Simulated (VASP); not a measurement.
A run of VASP 6.6.1 is set up as follows.

File POSCAR:

```
Rh
1.0
    2.7426250236      0.0000000000      0.0000000000
   -1.3713125118      2.3751829435      0.0000000000
    0.0000000000      0.0000000000      8.9529481713
Rh
4
Direct
    0.0000000000      0.0000000000      0.0000000000
    0.3333333333      0.6666666667      0.2500000000
    0.0000000000      0.0000000000      0.5000000000
    0.6666666667      0.3333333333      0.7500000000
```

The input INCAR.step1:

```
SYSTEM = Rh
  ALGO = Normal
  EDIFF = 1E-4
  ENCUT = 520
  GGA = PE
  ISMEAR = 0
  LASPH = .TRUE.
  LCHARG = .FALSE.
  LREAL = .FALSE.
  LWAVE = .TRUE.
  NBANDS = 38
  NELM = 100
  PREC = Accurate
  SIGMA = 0.1
```

The input INCAR.step2:

```
SYSTEM = Rh
  ALGO = Normal
  EDIFF = 1E-6
  ENCUT = 520
  ISIF = 2
  ISMEAR = 0
  ISTART = 1
  LASPH = .TRUE.
  LCHARG = .TRUE.
  LELF = .TRUE.
  LMIXTAU = .TRUE.
  LREAL = .FALSE.
  LVHAR = .TRUE.
  LWAVE = .FALSE.
  METAGGA = R2SCAN
  NBANDS = 38
  NELM = 100
  PREC = Accurate
  SIGMA = 0.1
```

File KPOINTS:

```
k-points
0
G
  24 24 6
  0 0 0
```

Potentials or basis: VASP PAW PBE potentials, release 64 (Rh_pv).

The run is started by

```sh
$ cat potpaw_PBE.64/Rh_pv/POTCAR > POTCAR
$ cp INCAR.step1 INCAR
$ mpirun -np 1 vasp_std > vasp.out
$ cp INCAR.step2 INCAR
$ mpirun -np 1 vasp_std > vasp.out
```

(1) Estimate the pressure.

(2) Predict the band gap on the k mesh.

Answers

(1) -13.4 GPa.

(2) zero (bands 30 and 31 overlap by 1.89 eV).

Caveat: the cell differs from its parent crystal (equal strain along all axes, cell held: +2.0 %); the cell stands under tension; the PAW data sets were made with another functional, which shifts forces and pressure a little.
